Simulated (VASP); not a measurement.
# W (Pm-3n) in VASP: relaxation of cell and atoms with r2SCAN

Aim: the relaxation of cell and atoms of W with r2SCAN.

Everything below comes from runs of VASP 6.6.1. Logs are shortened: lines on timing, memory, paths and dates and some standing lists are left out, and cuts for length are marked.

## (1) The cell of the first run

It takes space group Pm-3n (No. 223, cubic). Conventional cell: a = 5.083 Å, b = 5.083 Å, c = 5.083 Å, α = 90.00°, β = 90.00°, γ = 90.00°. Within 3.7 Å of W (site symmetry m-3) lie 12 W at 2.84 Å. Within 3.4 Å of W (site symmetry -4m2) lie 14 W at 2.54 to 3.11 Å.

## (2) Relaxation of cell and atoms, r2SCAN

File POSCAR:

```
W
1.0
    5.0830000000      0.0000000000      0.0000000000
    0.0000000000      5.0830000000      0.0000000000
    0.0000000000      0.0000000000      5.0830000000
W
8
Direct
    0.0000000000      0.0000000000      0.0000000000
    0.5000000000      0.5000000000      0.5000000000
    0.0000000000      0.5000000000      0.2500000000
    0.0000000000      0.5000000000      0.7500000000
    0.2500000000      0.0000000000      0.5000000000
    0.7500000000      0.0000000000      0.5000000000
    0.5000000000      0.7500000000      0.0000000000
    0.5000000000      0.2500000000      0.0000000000
```

File INCAR.step1:

```
SYSTEM = W
PREC = Accurate
ENCUT = 600
ISMEAR = 1
SIGMA = 0.1
LREAL = .FALSE.
LASPH = .TRUE.
NELM = 100
GGA = PE
ALGO = Normal
EDIFF = 1E-4
LWAVE = .TRUE.
LCHARG = .FALSE.
```

File INCAR.step2:

```
SYSTEM = W
PREC = Accurate
ENCUT = 600
EDIFF = 1E-6
ISMEAR = 1
SIGMA = 0.1
LREAL = .FALSE.
LASPH = .TRUE.
NELM = 100
ALGO = Normal
ISIF = 3
LWAVE = .FALSE.
LCHARG = .FALSE.
METAGGA = R2SCAN
LMIXTAU = .TRUE.
IBRION = 2
NSW = 80
EDIFFG = -0.01
ISTART = 1
```

File KPOINTS:

```
regular mesh
0
G
  5 5 5
  0 0 0
```

Potentials or basis: VASP PAW PBE potentials, release 64 (W_sv).

On the command line:

```bash
cat potpaw_PBE.64/W_sv/POTCAR > POTCAR
cp INCAR.step1 INCAR
mpirun -np 1 vasp_std > vasp.out
cp INCAR.step2 INCAR
mpirun -np 1 vasp_std > vasp.out
```

OUTCAR:

```text
SYSTEM = W
   PREC = Accurate
   ENCUT = 600
   EDIFF = 1E-6
   ISMEAR = 1
   LREAL = .FALSE.
   LASPH = .TRUE.
   NELM = 100
   ISIF = 3
   METAGGA = R2SCAN
   IBRION = 2
   NSW = 80
   EDIFFG = -0.01
   ISTART = 1

 ion  position               nearest neighbor table
   1  0.000  0.000  0.000-   3 2.84   4 2.84   5 2.84   6 2.84   7 2.84   8 2.84   5 2.84   6 2.84
                             3 2.84   4 2.84   7 2.84   8 2.84
   2  0.500  0.500  0.500-   3 2.84   4 2.84   5 2.84   6 2.84   7 2.84   8 2.84   7 2.84   8 2.84
                             5 2.84   6 2.84   3 2.84   4 2.84
   3  0.000  0.500  0.250-   4 2.54   4 2.54   1 2.84   2 2.84   1 2.84   2 2.84   8 3.11   5 3.11
                             6 3.11   5 3.11   6 3.11   7 3.11   7 3.11   8 3.11
   4  0.000  0.500  0.750-   3 2.54   3 2.54   1 2.84   2 2.84   1 2.84   2 2.84   8 3.11   5 3.11
                             6 3.11   5 3.11   6 3.11   7 3.11   7 3.11   8 3.11
   5  0.250  0.000  0.500-   6 2.54   6 2.54   1 2.84   1 2.84   2 2.84   2 2.84   8 3.11   4 3.11
                             7 3.11   8 3.11   3 3.11   3 3.11   4 3.11   7 3.11
   6  0.750  0.000  0.500-   5 2.54   5 2.54   1 2.84   1 2.84   2 2.84   2 2.84   8 3.11   4 3.11
                             7 3.11   8 3.11   3 3.11   3 3.11   4 3.11   7 3.11
   7  0.500  0.750  0.000-   8 2.54   8 2.54   1 2.84   2 2.84   2 2.84   1 2.84   3 3.11   4 3.11
                             5 3.11   6 3.11   5 3.11   6 3.11   3 3.11   4 3.11
   8  0.500  0.250  0.000-   7 2.54   7 2.54   1 2.84   2 2.84   2 2.84   1 2.84   3 3.11   4 3.11
                             5 3.11   6 3.11   5 3.11   6 3.11   3 3.11   4 3.11

  LATTYP: Found a simple cubic cell.
 ALAT       =     5.0830000000

  Lattice vectors:

 A1 = (   5.0830000000,   0.0000000000,   0.0000000000)
 A2 = (   0.0000000000,   5.0830000000,   0.0000000000)
 A3 = (   0.0000000000,   0.0000000000,   5.0830000000)

Analysis of symmetry for initial positions (statically):
=====================================================================
 Subroutine PRICEL returns:
 Original cell was already a primitive cell.

 Routine SETGRP: Setting up the symmetry group for a
 simple cubic supercell.

 Subroutine GETGRP returns: Found 48 space group operations
 (whereof 24 operations were pure point group operations)
 out of a pool of 48 trial point group operations.

The static configuration has the point symmetry T_h .
 The point group associated with its full space group is O_h .

Analysis of symmetry for dynamics (positions and initial velocities):
=====================================================================
 Subroutine PRICEL returns:
 Original cell was already a primitive cell.

 Routine SETGRP: Setting up the symmetry group for a
 simple cubic supercell.

 Subroutine GETGRP returns: Found 48 space group operations
[... 97 lines left out ...]
   LSORBIT =      F    spin-orbit coupling
   LASPH  =      T    aspherical Exc in radial PAW
   ENCUT  =  600.0 eV  44.10 Ry    6.64 a.u.  10.15 10.15 10.15*2*pi/ulx,y,z
   NELM   =    100;   NELMIN=  2; NELMDL=  0     # of ELM steps
   EDIFF  = 0.1E-05   stopping-criterion for ELM
   LREAL  =      F    real-space projection
   EDIFFG = -.1E-01   stopping-criterion for IOM
   NSW    =     80    number of steps for IOM
   IBRION =      2    ionic relax: 0-MD 1-quasi-New 2-CG
   NFREE  =      1    steps in history (QN), initial steepest desc. (CG)
   ISIF   =      3    stress and relaxation
   ISYM   =      2    0-nonsym 1-usesym 2-fastsym
   POTIM  = 0.5000    time-step for ionic-motion
   TEBEG  =    0.0;   TEEND  =   0.0 temperature during run
   PSTRESS=    0.0 pullay stress
   NELECT =     112.0000    total number of electrons
   NUPDOWN=      -1.0000    fix difference up-down
   EMIN   =  10.00;   EMAX   =-10.00  energy-range for DOS
   EFERMI =   0.00;   METHOD = LEGACY
   ISMEAR =     1;   SIGMA  =   0.10  broadening in eV -4-tet -1-fermi 0-gaus
   EFERMI_NEDOS =   21; number of points for ismear=-14 and -15
   IALGO  =     38    algorithm
   IMIX   =      4    mixing-type and parameters
     AMIX     =   0.40;   BMIX     =  1.00
     AMIX_MAG =   1.60;   BMIX_MAG =  1.00
  volume/ion in A,a.u.               =      16.42       110.78
  Fermi-wavevector in a.u.,A,eV,Ry     =   1.552485  2.933771 32.792891  2.410209
  Thomas-Fermi vector in A             =   2.656853
   LORBIT       =      0    0 simple, 1 ext, 2 COOP (PROOUT), +10 PAW based schemes
   METAGGA = R2SCAN    functional components
   LHFCALC =     F    Hartree Fock is set to
   AEXX    =    0.0000 exact exchange contribution
   IVDW    =     0    specifies the selected vdW correction
   LEPSILON=     F    determine dielectric tensor
   LRPA    =     F    only Hartree local field effects (RPA)
 conjugate gradient relaxation of ions
 non-spin polarized calculation
 Methfessel and Paxton  Order N= 1 SIGMA  =   0.10
  energy-cutoff  :      600.00
  volume of cell :      131.33
 maximum number of plane-waves:      4400
 NGX is ok and might be reduce to    42
   NGX = 21   NGY = 21   NGZ = 21

--------------------------------------- Ionic step        1  -------------------------------------------

 number of electron     111.9999982 magnetization

 Free energy of the ion-electron system (eV)
  ---------------------------------------------------
  ext. energy  EPLUGINS =         0.00000000
  ---------------------------------------------------
  free energy    TOTEN  =      -409.91141399 eV

  energy without entropy =     -409.90617588  energy(sigma->0) =     -409.90966795

------------------------ aborting loop because EDIFF is reached ----------------------------------------

  FORCE on cell =-STRESS in cart. coord.  units (eV):
  Direction    XX          YY          ZZ          XY          YZ          ZX
  --------------------------------------------------------------------------------------
  -------------------------------------------------------------------------------------
  Total       -3.6658644     -3.6658644     -3.6658644      0.0000000      0.0000000     -0.0000000
  in kB      -44.7225590    -44.7225590    -44.7225590      0.0000000      0.0000000     -0.0000000
  external PRESSURE =     -44.7225590 kB  Pullay stress =       0.0000000 kB
[... 71 lines left out ...]
--------------------------------------- Ionic step        3  -------------------------------------------

 number of electron     111.9999970 magnetization

 Free energy of the ion-electron system (eV)
  ---------------------------------------------------
  ext. energy  EPLUGINS =         0.00000000
  ---------------------------------------------------
  free energy    TOTEN  =      -409.93833898 eV

  energy without entropy =     -409.93356805  energy(sigma->0) =     -409.93674867

 E-fermi :  10.7566     XC(G=0): -14.8058

 val. band max:       10.7488674101   @ k =   0.2000   0.0000   0.0000
 cond. band min:      10.7997848116   @ k =   0.4000   0.4000   0.2000
 fundamental gap:      0.0509174015
 Fermi energy:        10.7566487127

 k-point     1 :       0.0000    0.0000    0.0000
  band No.  band energies     occupation
      1     -65.1828      2.00000
      2     -65.1283      2.00000
      3     -65.1283      2.00000
      4     -64.9718      2.00000
      5     -64.9718      2.00000
      6     -64.9718      2.00000
[... 724 lines left out ...]
  FREE ENERGIE OF THE ION-ELECTRON SYSTEM (eV)
  ---------------------------------------------------
  free  energy   TOTEN  =      -409.9383389808 eV

  energy  without entropy=     -409.9335680474  energy(sigma->0) =     -409.93674867

 reached required accuracy - stopping structural energy minimisation
```

It took 8 min on 1 thread of Intel Xeon 6975P-C (Granite Rapids), shared host; peak memory 0.32 GiB.

Results:

* Free energy: -409.9383 eV
* Relaxed volume: 16.18 Å³/atom
* Relaxed cell: a = 5.059 Å, b = 5.059 Å, c = 5.059 Å, α = 90.00°, β = 90.00°, γ = 90.00°
* Space group after relaxing (to 0.05 Å): Pm-3n (No. 223)
* Energy gained by relaxing: 3.4 meV/atom
* Ionic steps: 3
* Pressure after relaxing: -0.1 GPa
* Band gap on the k mesh: zero (band 56 reaches 10.80 eV, above the bottom of band 57 at 10.34 eV)

The path:
```csv
step,energy change (eV),largest force (eV/Å),pressure (GPa),volume (Å³)
1,0.0000,0.0000,-4.47,131.33
2,0.3390,0.0000,18.57,122.81
3,-0.0269,0.0000,-0.10,129.47
```

Final structure:
```yaml
crystal:
  lattice:
    - [5.05890, 0.00000, 0.00000]
    - [0.00000, 5.05890, 0.00000]
    - [0.00000, 0.00000, 5.05890]
  atoms:
    - { symbol: W, position: [0.00000, 0.00000, 0.00000] }
    - { symbol: W, position: [0.50000, 0.50000, 0.50000] }
    - { symbol: W, position: [0.00000, 0.50000, 0.25000] }
    - { symbol: W, position: [0.00000, 0.50000, 0.75000] }
    - { symbol: W, position: [0.25000, 0.00000, 0.50000] }
    - { symbol: W, position: [0.75000, 0.00000, 0.50000] }
    - { symbol: W, position: [0.50000, 0.75000, 0.00000] }
    - { symbol: W, position: [0.50000, 0.25000, 0.00000] }
```

Caveat: the PAW data sets were made with another functional, which shifts forces and pressure a little; spin-orbit coupling is left out, which moves the levels of the heavy elements.
